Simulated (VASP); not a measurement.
# Pb (Fd-3m) in VASP: single point with r2SCAN+D4

Aim: the single point of Pb with r2SCAN+D4.

Everything below comes from runs of VASP 6.6.1. Logs are shortened: lines on timing, memory, paths and dates and some standing lists are left out, and cuts for length are marked.

## Step 1: The cell of the first run

The structure is cubic, space group Fd-3m (No. 227). Conventional cell: a = 6.878 Å, b = 6.878 Å, c = 6.878 Å, α = 90.00°, β = 90.00°, γ = 90.00°. Within 3.9 Å of Pb (site symmetry -43m) lie 4 Pb at 2.98 Å.

## Step 2: Single point, r2SCAN+D4

The input, POSCAR:

```
Pb
1.0
    0.0000000000      3.4390000600      3.4390000600
    3.4390000600      0.0000000000      3.4390000600
    3.4390000600      3.4390000600      0.0000000000
Pb
2
Direct
    0.5000000000      0.5000000000      0.5000000000
    0.7499999985      0.7499999985      0.7499999985
```

The input, INCAR.step1:

```
SYSTEM = Pb
ALGO = Normal
EDIFF = 1E-4
ENCUT = 520
GGA = PE
ISMEAR = -1
LASPH = .TRUE.
LCHARG = .FALSE.
LREAL = .FALSE.
LWAVE = .TRUE.
NBANDS = 21
NELM = 60
PREC = Accurate
SIGMA = 0.1
```

The input, INCAR.step2:

```
SYSTEM = Pb
ALGO = Normal
EDIFF = 1E-6
ENCUT = 520
ISIF = 2
ISMEAR = -1
ISTART = 1
IVDW = 13
LASPH = .TRUE.
LCHARG = .FALSE.
LMIXTAU = .TRUE.
LREAL = .FALSE.
LWAVE = .FALSE.
METAGGA = R2SCAN
NBANDS = 21
NELM = 60
PREC = Accurate
SIGMA = 0.1
VDW_A1 = 0.51559235
VDW_A2 = 5.77342911
VDW_S6 = 1.0
VDW_S8 = 0.6018749
```

The input, KPOINTS:

```
k-points
0
G
  5 5 5
  0 0 0
```

Potentials or basis: VASP PAW PBE potentials, release 64 (Pb_d).

Started as:

```bash
> cat potpaw_PBE.64/Pb_d/POTCAR > POTCAR
> cp INCAR.step1 INCAR
> mpirun -np 1 vasp_std > vasp.out
> cp INCAR.step2 INCAR
> mpirun -np 1 vasp_std > vasp.out
```

OUTCAR:

```text
SYSTEM = Pb
   EDIFF = 1E-6
   ENCUT = 520
   ISIF = 2
   ISMEAR = -1
   ISTART = 1
   IVDW = 13
   LASPH = .TRUE.
   LREAL = .FALSE.
   METAGGA = R2SCAN
   NELM = 60
   PREC = Accurate

 ion  position               nearest neighbor table
   1  0.500  0.500  0.500-   2 2.98   2 2.98   2 2.98   2 2.98
   2  0.750  0.750  0.750-   1 2.98   1 2.98   1 2.98   1 2.98

  LATTYP: Found a face centered cubic cell.
 ALAT       =     6.8780001200

  Lattice vectors:

 A1 = (   0.0000000000,   3.4390000600,   3.4390000600)
 A2 = (   3.4390000600,   0.0000000000,   3.4390000600)
 A3 = (   3.4390000600,   3.4390000600,   0.0000000000)

Analysis of symmetry for initial positions (statically):
=====================================================================
 Subroutine PRICEL returns:
 Original cell was already a primitive cell.

 Routine SETGRP: Setting up the symmetry group for a
 face centered cubic supercell.

 Subroutine GETGRP returns: Found 48 space group operations
 (whereof 24 operations were pure point group operations)
 out of a pool of 48 trial point group operations.

The static configuration has the point symmetry T_d .
 The point group associated with its full space group is O_h .

Analysis of symmetry for dynamics (positions and initial velocities):
=====================================================================
 Subroutine PRICEL returns:
 Original cell was already a primitive cell.

 Routine SETGRP: Setting up the symmetry group for a
 face centered cubic supercell.

 Subroutine GETGRP returns: Found 48 space group operations
 (whereof 24 operations were pure point group operations)
 out of a pool of 48 trial point group operations.

The dynamic configuration has the point symmetry T_d .
 The point group associated with its full space group is O_h .

 Subroutine INISYM returns: Found 48 space group operations
 (whereof 24 operations are pure point group operations),
 and found     1 'primitive' translations

----------------------------------------------------------------------------------------

                                     Primitive cell

  volume of cell :      81.3442

  direct lattice vectors                    reciprocal lattice vectors
     0.000000000  3.439000060  3.439000060    -0.145391100  0.145391100  0.145391100
     3.439000060  0.000000000  3.439000060     0.145391100 -0.145391100  0.145391100
     3.439000060  3.439000060  0.000000000     0.145391100  0.145391100 -0.145391100

  length of vectors
     4.863480526  4.863480526  4.863480526     0.251824771  0.251824771  0.251824771

  position of ions in fractional coordinates (direct lattice)
     0.500000000  0.500000000  0.500000000
     0.749999999  0.749999999  0.749999999

  ion indices of the primitive-cell ions
   primitive index   ion index
                 1           1
                 2           2

----------------------------------------------------------------------------------------

 KPOINTS: k-points

Automatic generation of k-mesh.
 Grid dimensions read from file:
 generate k-points for:    5    5    5

 Generating k-lattice:

  Cartesian coordinates                     Fractional coordinates (reciprocal lattice)
    -0.029078220  0.029078220  0.029078220     0.200000000  0.000000000  0.000000000
     0.029078220 -0.029078220  0.029078220     0.000000000  0.200000000  0.000000000
     0.029078220  0.029078220 -0.029078220     0.000000000  0.000000000  0.200000000

  Length of vectors
     0.050364954  0.050364954  0.050364954

  Shift w.r.t. Gamma in fractional coordinates (k-lattice)
     0.000000000  0.000000000  0.000000000

 Subroutine IBZKPT returns following result:
 ===========================================

 Found     10 irreducible k-points:

 Following reciprocal coordinates:
            Coordinates               Weight
  0.000000  0.000000  0.000000      1.000000
  0.200000  0.000000  0.000000      8.000000
  0.400000  0.000000  0.000000      8.000000
  0.200000  0.200000  0.000000      6.000000
  0.400000  0.200000  0.000000     24.000000
 -0.400000  0.200000  0.000000     24.000000
 -0.200000  0.200000  0.000000     12.000000
  0.400000  0.400000  0.000000      6.000000
 -0.400000  0.400000  0.000000     12.000000
 -0.400000  0.400000  0.200000     24.000000
   k-points           NKPTS =     10   k-points in BZ     NKDIM =     10   number of bands    NBANDS=     21
   number of dos      NEDOS =    301   number of ions     NIONS =      2
   total plane-waves  NPLWV =  46656
   dimension x,y,z NGX =    36 NGY =   36 NGZ =   36
   dimension x,y,z NGXF=    72 NGYF=   72 NGZF=   72
   ions per type =               2
   NGX,Y,Z   is equivalent  to a cutoff of  12.31, 12.31, 12.31 a.u.
   NGXF,Y,Z  is equivalent  to a cutoff of  24.61, 24.61, 24.61 a.u.
 SYSTEM =  Pb
   PREC   = accura    normal or accurate (medium, high low for compatibility)
   ISTART =      1    job   : 0-new  1-cont  2-samecut
   ICHARG =      0    charge: 1-file 2-atom 10-const
   ISPIN  =      1    spin polarized calculation?
   LNONCOLLINEAR =      F non collinear calculations
   LSORBIT =      F    spin-orbit coupling
   LASPH  =      T    aspherical Exc in radial PAW
   ENCUT  =  520.0 eV  38.22 Ry    6.18 a.u.   9.04  9.04  9.04*2*pi/ulx,y,z
   NELM   =     60;   NELMIN=  2; NELMDL=  0     # of ELM steps
   EDIFF  = 0.1E-05   stopping-criterion for ELM
   LREAL  =      F    real-space projection
   EDIFFG = 0.1E-04   stopping-criterion for IOM
   NSW    =      0    number of steps for IOM
   IBRION =     -1    ionic relax: 0-MD 1-quasi-New 2-CG
   NFREE  =      0    steps in history (QN), initial steepest desc. (CG)
   ISIF   =      2    stress and relaxation
   ISYM   =      2    0-nonsym 1-usesym 2-fastsym
   POTIM  = 0.5000    time-step for ionic-motion
   TEBEG  =    0.0;   TEEND  =   0.0 temperature during run
   PSTRESS=    0.0 pullay stress
   NELECT =      28.0000    total number of electrons
   NUPDOWN=      -1.0000    fix difference up-down
   EMIN   =  10.00;   EMAX   =-10.00  energy-range for DOS
   EFERMI =   0.00;   METHOD = LEGACY
   ISMEAR =    -1;   SIGMA  =   0.10  broadening in eV -4-tet -1-fermi 0-gaus
   EFERMI_NEDOS =   21; number of points for ismear=-14 and -15
   IALGO  =     38    algorithm
   IMIX   =      4    mixing-type and parameters
     AMIX     =   0.40;   BMIX     =  1.00
     AMIX_MAG =   1.60;   BMIX_MAG =  1.00
  volume/ion in A,a.u.               =      40.67       274.47
  Fermi-wavevector in a.u.,A,eV,Ry     =   1.147322  2.168124 17.909999  1.316348
  Thomas-Fermi vector in A             =   2.284002
   LORBIT       =      0    0 simple, 1 ext, 2 COOP (PROOUT), +10 PAW based schemes
   METAGGA = R2SCAN    functional components
   LHFCALC =     F    Hartree Fock is set to
   AEXX    =    0.0000 exact exchange contribution
   IVDW    =    13    specifies the selected vdW correction
   LEPSILON=     F    determine dielectric tensor
   LRPA    =     F    only Hartree local field effects (RPA)
 non-spin polarized calculation
  energy-cutoff  :      520.00
  volume of cell :       81.34
 maximum number of plane-waves:      2200
   NGX = 19   NGY = 19   NGZ = 19

 number of electron      28.0000001 magnetization

 Free energy of the ion-electron system (eV)
  ---------------------------------------------------
  ext. energy  EPLUGINS =         0.00000000
  ---------------------------------------------------
  free energy    TOTEN  =      -112.15974373 eV

  energy without entropy =     -112.12772597  energy(sigma->0) =     -112.14373485

 E-fermi :   4.0099     XC(G=0):  -9.0555

 val. band max:        3.7355667792   @ k =  -0.2000   0.2000   0.0000
 cond. band min:       4.0220648380   @ k =   0.2000   0.0000   0.0000
 fundamental gap:      0.2864980588
 Fermi energy:         4.0098580460

 k-point     1 :       0.0000    0.0000    0.0000
  band No.  band energies     occupation
      1     -13.5800      2.00000
      2     -13.5800      2.00000
      3     -13.5800      2.00000
      4     -13.4977      2.00000
      5     -13.4977      2.00000
      6     -13.0411      2.00000
[... 13 lines left out ...]
     20      12.6637      0.00000
     21      12.6637      0.00000

 k-point     2 :       0.2000    0.0000    0.0000
  band No.  band energies     occupation
      1     -13.6104      2.00000
      2     -13.6104      2.00000
      3     -13.5716      2.00000
      4     -13.4512      2.00000
      5     -13.4512      2.00000
      6     -13.0852      2.00000
[... 13 lines left out ...]
     20      11.7228      0.00000
     21      11.7228      0.00000

 k-point     3 :       0.4000    0.0000    0.0000
  band No.  band energies     occupation
      1     -13.6302      2.00000
      2     -13.6302      2.00000
      3     -13.5570      2.00000
      4     -13.4119      2.00000
      5     -13.4119      2.00000
      6     -13.1126      2.00000
[... 13 lines left out ...]
     20      12.5682      0.00000
     21      12.5682      0.00000

 k-point     4 :       0.2000    0.2000    0.0000
  band No.  band energies     occupation
      1     -13.6079      2.00000
      2     -13.6079      2.00000
      3     -13.5998      2.00000
      4     -13.4502      2.00000
      5     -13.3954      2.00000
      6     -13.1890      2.00000
[... 13 lines left out ...]
     20      10.9293      0.00000
     21      13.4668      0.00000

 k-point     5 :       0.4000    0.2000    0.0000
  band No.  band energies     occupation
      1     -13.6567      2.00000
      2     -13.6324      2.00000
      3     -13.5448      2.00000
      4     -13.3943      2.00000
      5     -13.3383      2.00000
      6     -13.2492      2.00000
[... 13 lines left out ...]
     20      12.4310      0.00000
     21      13.5333      0.00000

 k-point     6 :      -0.4000    0.2000    0.0000
  band No.  band energies     occupation
      1     -13.6742      2.00000
      2     -13.6475      2.00000
      3     -13.4968      2.00000
      4     -13.3708      2.00000
      5     -13.3502      2.00000
      6     -13.2044      2.00000
[... 13 lines left out ...]
     20      12.3524      0.00000
     21      12.4371      0.00000

 k-point     7 :      -0.2000    0.2000    0.0000
  band No.  band energies     occupation
      1     -13.6417      2.00000
      2     -13.6414      2.00000
      3     -13.5318      2.00000
      4     -13.4286      2.00000
      5     -13.3794      2.00000
      6     -13.1593      2.00000
[... 13 lines left out ...]
     20      11.7796      0.00000
     21      12.3580      0.00000

 k-point     8 :       0.4000    0.4000    0.0000
  band No.  band energies     occupation
      1     -13.6466      2.00000
      2     -13.6466      2.00000
      3     -13.5432      2.00000
      4     -13.3901      2.00000
      5     -13.3264      2.00000
      6     -13.2220      2.00000
[... 13 lines left out ...]
     20      13.7513      0.00000
     21      14.5826      0.00000

 k-point     9 :      -0.4000    0.4000    0.0000
  band No.  band energies     occupation
      1     -13.6813      2.00000
      2     -13.6539      2.00000
      3     -13.4739      2.00000
      4     -13.3873      2.00000
      5     -13.2672      2.00000
      6     -13.2407      2.00000
[... 13 lines left out ...]
     20      13.2451      0.00000
     21      14.4210      0.00000

 k-point    10 :      -0.4000    0.4000    0.2000
  band No.  band energies     occupation
      1     -13.6781      2.00000
      2     -13.6670      2.00000
      3     -13.4626      2.00000
      4     -13.3331      2.00000
      5     -13.3224      2.00000
      6     -13.2648      2.00000
[... 13 lines left out ...]
     20      12.8496      0.00000
     21      14.3575      0.00000

------------------------ aborting loop because EDIFF is reached ----------------------------------------

  DFT-D4 for vdW energy calculation

  Edisp (eV):   -0.20912

  FORCE on cell =-STRESS in cart. coord.  units (eV):
  Direction    XX          YY          ZZ          XY          YZ          ZX
  --------------------------------------------------------------------------------------
  -------------------------------------------------------------------------------------
  Total       0.49639     0.49639     0.49639    -0.00000     0.00000    -0.00000
  in kB       9.77712     9.77712     9.77712    -0.00000     0.00000    -0.00000
  external pressure =        9.78 kB  Pullay stress =        0.00 kB

 VOLUME and BASIS-vectors are now :
 -----------------------------------------------------------------------------
  energy-cutoff  :      520.00
  volume of cell :       81.34
      direct lattice vectors                 reciprocal lattice vectors
     0.000000000  3.439000060  3.439000060    -0.145391100  0.145391100  0.145391100
     3.439000060  0.000000000  3.439000060     0.145391100 -0.145391100  0.145391100
     3.439000060  3.439000060  0.000000000     0.145391100  0.145391100 -0.145391100

 POSITION                                       TOTAL-FORCE (eV/Angst)
 -----------------------------------------------------------------------------------
      3.43900      3.43900      3.43900        -0.000000     -0.000000     -0.000000
      5.15850      5.15850      5.15850         0.000000      0.000000      0.000000
 -----------------------------------------------------------------------------------
    total drift:                               -0.000002     -0.000002     -0.000004

  FREE ENERGIE OF THE ION-ELECTRON SYSTEM (eV)
  ---------------------------------------------------
  free  energy   TOTEN  =      -112.3688620309 eV

  energy  without entropy=     -112.3368442640  energy(sigma->0) =     -112.35285315
```

It took 2.8 min on 1 thread of AMD EPYC 7R13, shared host; peak memory 0.19 GiB.

Results:

```yaml
Free_energy: -112.3689 eV
Pressure: 1.0 GPa
Band_gap_on_the_k_mesh: zero (band 14 reaches 4.59 eV, above the bottom of band 15 at 3.47 eV)
Dispersion_energy_per_atom: -0.105 eV
```

Caveat: the PAW data sets were made with another functional, which shifts forces and pressure a little; spin-orbit coupling is left out, which moves the levels of the heavy elements; pairwise dispersion overbinds metals, which lowers pressure and volume.
